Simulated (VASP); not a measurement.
# Rh (Fm-3m) in VASP: single point with r2SCAN

Aim: the single point of Rh with r2SCAN.

All numbers are computed with VASP 6.6.1; they aren't measurements. Logs are shortened: lines on timing, memory, paths and dates and some standing lists are left out, and cuts for length are marked.

### Step 1. The cell of the first run

It takes space group Fm-3m (No. 225, cubic). The conventional cell has a = 3.842 Å, b = 3.842 Å, c = 3.842 Å, α = 90.00°, β = 90.00°, γ = 90.00°. Rh (site symmetry m-3m) has 12 Rh at 2.72 Å within 3.6 Å.

### Step 2. Single point, r2SCAN

Contents of POSCAR:

```
Rh
1.0
    0.0000000000      1.9208360000      1.9208360000
    1.9208360000      0.0000000000      1.9208360000
    1.9208360000      1.9208360000      0.0000000000
Rh
1
Direct
    0.0000000000      0.0000000000      0.0000000000
```

Contents of INCAR.step1:

```
  PREC = Accurate
  ENCUT = 550
  ISMEAR = 1
  SIGMA = 0.0353
  LREAL = False
  LASPH = True
  NELM = 120
  NBANDS = 14
  GGA = PE
  ALGO = Normal
  EDIFF = 1E-5
  LWAVE = True
  LCHARG = False
  GGA_COMPAT = False
```

Contents of INCAR.step2:

```
  PREC = Accurate
  ENCUT = 550
  EDIFF = 1E-6
  ISMEAR = 1
  SIGMA = 0.0353
  LREAL = False
  LASPH = True
  NELM = 120
  ALGO = Normal
  ISIF = 2
  LWAVE = False
  LCHARG = True
  METAGGA = R2SCAN
  LMIXTAU = True
  LELF = True
  LVHAR = True
  NBANDS = 14
  ISTART = 1
  GGA_COMPAT = False
```

Contents of KPOINTS:

```
regular mesh
0
Gamma
  11 11 11
```

Potentials or basis: VASP PAW PBE potentials, release 64 (Rh_pv).

Run with:

```
> cat potpaw_PBE.64/Rh_pv/POTCAR > POTCAR
> cp INCAR.step1 INCAR
> mpirun -np 1 vasp_std > vasp.out
> cp INCAR.step2 INCAR
> mpirun -np 1 vasp_std > vasp.out
```

OUTCAR:

```text
PREC = Accurate
   ENCUT = 550
   EDIFF = 1E-6
   ISMEAR = 1
   LREAL = False
   LASPH = True
   NELM = 120
   ISIF = 2
   METAGGA = R2SCAN
   ISTART = 1

 ion  position               nearest neighbor table
   1  0.000  0.000  0.000-

  LATTYP: Found a face centered cubic cell.
 ALAT       =     3.8416720000

  Lattice vectors:

 A1 = (   0.0000000000,   1.9208360000,   1.9208360000)
 A2 = (   1.9208360000,   0.0000000000,   1.9208360000)
 A3 = (   1.9208360000,   1.9208360000,   0.0000000000)

Analysis of symmetry for initial positions (statically):
=====================================================================
 Subroutine PRICEL returns:
 Original cell was already a primitive cell.

 Routine SETGRP: Setting up the symmetry group for a
 face centered cubic supercell.

 Subroutine GETGRP returns: Found 48 space group operations
 (whereof 48 operations were pure point group operations)
 out of a pool of 48 trial point group operations.

The static configuration has the point symmetry O_h .

Analysis of symmetry for dynamics (positions and initial velocities):
=====================================================================
 Subroutine PRICEL returns:
 Original cell was already a primitive cell.

 Routine SETGRP: Setting up the symmetry group for a
 face centered cubic supercell.

 Subroutine GETGRP returns: Found 48 space group operations
 (whereof 48 operations were pure point group operations)
 out of a pool of 48 trial point group operations.

The dynamic configuration has the point symmetry O_h .

 Subroutine INISYM returns: Found 48 space group operations
 (whereof 48 operations are pure point group operations),
 and found     1 'primitive' translations

----------------------------------------------------------------------------------------

                                     Primitive cell

  volume of cell :      14.1743

  direct lattice vectors                    reciprocal lattice vectors
     0.000000000  1.920836000  1.920836000    -0.260303326  0.260303326  0.260303326
     1.920836000  0.000000000  1.920836000     0.260303326 -0.260303326  0.260303326
     1.920836000  1.920836000  0.000000000     0.260303326  0.260303326 -0.260303326

  length of vectors
     2.716472322  2.716472322  2.716472322     0.450858586  0.450858586  0.450858586

  position of ions in fractional coordinates (direct lattice)
     0.000000000  0.000000000  0.000000000

  ion indices of the primitive-cell ions
   primitive index   ion index
                 1           1

----------------------------------------------------------------------------------------

 KPOINTS: regular mesh

Automatic generation of k-mesh.
 Grid dimensions read from file:
 generate k-points for:   11   11   11

 Generating k-lattice:

  Cartesian coordinates                     Fractional coordinates (reciprocal lattice)
    -0.023663939  0.023663939  0.023663939     0.090909091  0.000000000  0.000000000
     0.023663939 -0.023663939  0.023663939     0.000000000  0.090909091  0.000000000
     0.023663939  0.023663939 -0.023663939     0.000000000  0.000000000  0.090909091

  Length of vectors
     0.040987144  0.040987144  0.040987144

  Shift w.r.t. Gamma in fractional coordinates (k-lattice)
     0.000000000  0.000000000  0.000000000

 Subroutine IBZKPT returns following result:
 ===========================================

 Found     56 irreducible k-points:

 Following reciprocal coordinates:
            Coordinates               Weight
  0.000000  0.000000  0.000000      1.000000
  0.090909  0.000000  0.000000      8.000000
  0.181818  0.000000  0.000000      8.000000
  0.272727  0.000000  0.000000      8.000000
  0.363636  0.000000  0.000000      8.000000
  0.454545  0.000000  0.000000      8.000000
[... 16 lines left out ...]
 -0.272727  0.181818  0.000000     24.000000
 -0.181818  0.181818  0.000000     12.000000
 [... further k-points ...]
   k-points           NKPTS =     56   k-points in BZ     NKDIM =     56   number of bands    NBANDS=     14
   number of dos      NEDOS =    301   number of ions     NIONS =      1
   total plane-waves  NPLWV =  13824
   dimension x,y,z NGX =    24 NGY =   24 NGZ =   24
   dimension x,y,z NGXF=    48 NGYF=   48 NGZF=   48
   ions per type =               1
   NGX,Y,Z   is equivalent  to a cutoff of  14.69, 14.69, 14.69 a.u.
   NGXF,Y,Z  is equivalent  to a cutoff of  29.38, 29.38, 29.38 a.u.
 SYSTEM =  unknown system
   PREC   = accura    normal or accurate (medium, high low for compatibility)
   ISTART =      1    job   : 0-new  1-cont  2-samecut
   ICHARG =      0    charge: 1-file 2-atom 10-const
   ISPIN  =      1    spin polarized calculation?
   LNONCOLLINEAR =      F non collinear calculations
   LSORBIT =      F    spin-orbit coupling
   LASPH  =      T    aspherical Exc in radial PAW
   ENCUT  =  550.0 eV  40.42 Ry    6.36 a.u.   5.19  5.19  5.19*2*pi/ulx,y,z
   NELM   =    120;   NELMIN=  2; NELMDL=  0     # of ELM steps
   EDIFF  = 0.1E-05   stopping-criterion for ELM
   LREAL  =      F    real-space projection
   EDIFFG = 0.1E-04   stopping-criterion for IOM
   NSW    =      0    number of steps for IOM
   IBRION =     -1    ionic relax: 0-MD 1-quasi-New 2-CG
   NFREE  =      0    steps in history (QN), initial steepest desc. (CG)
   ISIF   =      2    stress and relaxation
   ISYM   =      2    0-nonsym 1-usesym 2-fastsym
   POTIM  = 0.5000    time-step for ionic-motion
   TEBEG  =    0.0;   TEEND  =   0.0 temperature during run
   PSTRESS=    0.0 pullay stress
   NELECT =      15.0000    total number of electrons
   NUPDOWN=      -1.0000    fix difference up-down
   EMIN   =  10.00;   EMAX   =-10.00  energy-range for DOS
   EFERMI =   0.00;   METHOD = LEGACY
   ISMEAR =     1;   SIGMA  =   0.04  broadening in eV -4-tet -1-fermi 0-gaus
   EFERMI_NEDOS =   21; number of points for ismear=-14 and -15
   IALGO  =     38    algorithm
   IMIX   =      4    mixing-type and parameters
     AMIX     =   0.40;   BMIX     =  1.00
     AMIX_MAG =   1.60;   BMIX_MAG =  1.00
  volume/ion in A,a.u.               =      14.17        95.65
  Fermi-wavevector in a.u.,A,eV,Ry     =   1.668290  3.152612 37.867635  2.783193
  Thomas-Fermi vector in A             =   2.754163
   LORBIT       =      0    0 simple, 1 ext, 2 COOP (PROOUT), +10 PAW based schemes
   METAGGA = R2SCAN    functional components
   LHFCALC =     F    Hartree Fock is set to
   AEXX    =    0.0000 exact exchange contribution
   IVDW    =     0    specifies the selected vdW correction
   LEPSILON=     F    determine dielectric tensor
   LRPA    =     F    only Hartree local field effects (RPA)
 non-spin polarized calculation
 Methfessel and Paxton  Order N= 1 SIGMA  =   0.04
  energy-cutoff  :      550.00
  volume of cell :       14.17
 maximum number of plane-waves:       428
 NGX is ok and might be reduce to    24
   NGX = 11   NGY = 11   NGZ = 11

 number of electron      14.9999999 magnetization

 Free energy of the ion-electron system (eV)
  ---------------------------------------------------
  ext. energy  EPLUGINS =         0.00000000
  ---------------------------------------------------
  free energy    TOTEN  =       -24.11890564 eV

  energy without entropy =      -24.11882777  energy(sigma->0) =      -24.11887969

 E-fermi :  11.1793     XC(G=0): -14.9687

 val. band max:       11.1546239225   @ k =   0.4545   0.2727   0.0909
 cond. band min:      11.1859846499   @ k =   0.3636   0.0000   0.0000
 fundamental gap:      0.0313607274
 Fermi energy:        11.1793061302

 k-point     1 :       0.0000    0.0000    0.0000
  band No.  band energies     occupation
      1     -36.5261      2.00000
      2     -36.5261      2.00000
      3     -36.5261      2.00000
      4       3.2396      2.00000
      5       8.1742      2.00000
      6       8.1742      2.00000
      7       8.1742      2.00000
      8      10.1707      2.00000
      9      10.1707      2.00000
     10      27.9106      0.00000
     11      28.6677      0.00000
     12      33.4850      0.00000
     13      33.4850      0.00000
     14      33.4850      0.00000

 k-point     2 :       0.0909    0.0000    0.0000
  band No.  band energies     occupation
      1     -36.5841      2.00000
      2     -36.5339      2.00000
      3     -36.5339      2.00000
      4       3.5729      2.00000
      5       8.0369      2.00000
      6       8.2976      2.00000
      7       8.2976      2.00000
      8      10.1084      2.00000
      9      10.1084      2.00000
     10      28.3579      0.00000
     11      28.6676      0.00000
     12      31.8578      0.00000
     13      33.9533      0.00000
     14      33.9533      0.00000

 k-point     3 :       0.1818    0.0000    0.0000
  band No.  band energies     occupation
      1     -36.7382      2.00000
      2     -36.5550      2.00000
      3     -36.5550      2.00000
      4       4.4314      2.00000
      5       7.8338      2.00000
      6       8.5151      2.00000
      7       8.5151      2.00000
      8      10.0971      2.00000
      9      10.0971      2.00000
     10      28.6656      0.00000
     11      28.8558      0.00000
     12      29.4839      0.00000
     13      35.2172      0.00000
     14      35.2172      0.00000

 k-point     4 :       0.2727    0.0000    0.0000
  band No.  band energies     occupation
      1     -36.9367      2.00000
      2     -36.5825      2.00000
      3     -36.5825      2.00000
      4       5.1844      2.00000
      5       8.3008      2.00000
      6       8.4768      2.00000
      7       8.4768      2.00000
      8      10.5051      2.00000
      9      10.5051      2.00000
     10      26.0396      0.00000
     11      28.6681      0.00000
     12      29.2795      0.00000
     13      36.4149      0.00000
     14      36.4149      0.00000

 k-point     5 :       0.3636    0.0000    0.0000
  band No.  band energies     occupation
      1     -37.1157      2.00000
      2     -36.6076      2.00000
      3     -36.6076      2.00000
      4       5.2557      2.00000
      5       8.2514      2.00000
      6       8.2514      2.00000
      7       9.9683      2.00000
      8      11.1860      0.68605
      9      11.1860      0.68603
     10      22.9092      0.00000
     11      28.2600      0.00000
[... 276 lines left out ...]
 k-point    22 :      -0.3636    0.1818    0.0000
  band No.  band energies     occupation
      1     -37.1313      2.00000
      2     -36.7782      2.00000
      3     -36.6411      2.00000
      4       6.0686      2.00000
      5       7.5162      2.00000
      6       8.8168      2.00000
      7       8.8511      2.00000
      8      11.0341      2.00000
      9      15.0258      0.00000
     10      21.3747      0.00000
     11      27.4350      0.00000
     12      28.6680      0.00000
     13      30.6370      0.00000
     14      33.2418      0.00000

 k-point    23 :      -0.2727    0.1818    0.0000
  band No.  band energies     occupation
      1     -37.0358      2.00000
      2     -36.7558      2.00000
      3     -36.6077      2.00000
      4       6.3075      2.00000
      5       7.6693      2.00000
      6       8.0856      2.00000
      7       8.9973      2.00000
      8      10.1436      2.00000
      9      13.3543      0.00000
     10      24.5626      0.00000
     11      27.6327      0.00000
     12      28.6681      0.00000
     13      31.3340      0.00000
     14      35.8264      0.00000

 k-point    24 :      -0.1818    0.1818    0.0000
  band No.  band energies     occupation
      1     -36.9183      2.00000
      2     -36.6929      2.00000
      3     -36.5761      2.00000
      4       5.9684      2.00000
      5       7.2723      2.00000
      6       8.3588      2.00000
      7       9.3004      2.00000
      8       9.3116      2.00000
      9      11.8831     -0.00000
     10      27.2153      0.00000
     11      28.5856      0.00000
     12      28.6684      0.00000
     13      33.1106      0.00000
     14      34.0827      0.00000

 [... further k-points ...]
[... 5 lines left out ...]
  --------------------------------------------------------------------------------------
  -------------------------------------------------------------------------------------
  Total       -0.6433096     -0.6433096     -0.6433096      0.0000000      0.0000000      0.0000000
  in kB      -72.7159681    -72.7159681    -72.7159681      0.0000000      0.0000000      0.0000000
  external PRESSURE =     -72.7159681 kB  Pullay stress =       0.0000000 kB

 VOLUME and BASIS-vectors are now :
 -----------------------------------------------------------------------------
  energy-cutoff  :      550.00
  volume of cell :       14.17
      direct lattice vectors                 reciprocal lattice vectors
     0.000000000  1.920836000  1.920836000    -0.260303326  0.260303326  0.260303326
     1.920836000  0.000000000  1.920836000     0.260303326 -0.260303326  0.260303326
     1.920836000  1.920836000  0.000000000     0.260303326  0.260303326 -0.260303326

 POSITION                                       TOTAL-FORCE (eV/Angst)
 -----------------------------------------------------------------------------------
      0.00000      0.00000      0.00000         0.000000      0.000000      0.000000
 -----------------------------------------------------------------------------------
    total drift:                                0.000000     -0.000000     -0.000000

  FREE ENERGIE OF THE ION-ELECTRON SYSTEM (eV)
  ---------------------------------------------------
  free  energy   TOTEN  =       -24.1189056440 eV

  energy  without entropy=      -24.1188277731  energy(sigma->0) =      -24.11887969
```

Run time: 17 s. Hardware: 1 thread of Intel Xeon 6975P-C (Granite Rapids), shared host; peak memory 0.15 GiB.

What came out:

- Free energy: -24.1189 eV
- Pressure: -7.3 GPa

Levels at points of the mesh, in eV from the Fermi level:
```csv
k point,band 4,band 5,band 6,band 7,band 8,band 9,band 10,band 11
"(0.00, 0.00, 0.00)",-7.94,-3.01,-3.01,-3.01,-1.01,-1.01,16.73,17.49
```

Caveat: the PAW data sets were made with another functional, which shifts forces and pressure a little.
